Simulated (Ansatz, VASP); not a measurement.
Li: VASP beside Ansatz

```xyz
1
Lattice="0.0000 2.2240 2.2020 2.2240 0.0000 2.2020 2.2240 2.2240 0.0000" Properties=species:S:1:pos:R:3 pbc="T T T"
Li    0.0000    0.0000    0.0000
```

Change from the starting cell: equal xx and yy strain of +1 %, crystal datasets.

Alike in both runs: task electric field gradients; functional PBE; k mesh 13 × 13 × 13; occupations fermi-dirac, width 0.08 eV; no spin polarisation.

|  | VASP | Ansatz |
| --- | --- | --- |
| version | VASP 6.6.1 | Ansatz 0.2.0 |
| potentials or method | VASP PAW PBE potentials, release 64 (Li_sv), cutoff 650 eV | all-electron PAW with datasets made for the crystal, scalar-relativistic |

Ansatz gave:

```
pressure (GPa) : -0.9
```

What did VASP give for the same quantities?

Pressure (GPa): -1.1.

Ansatz ran all-electron here, and VASP with PAW potentials.
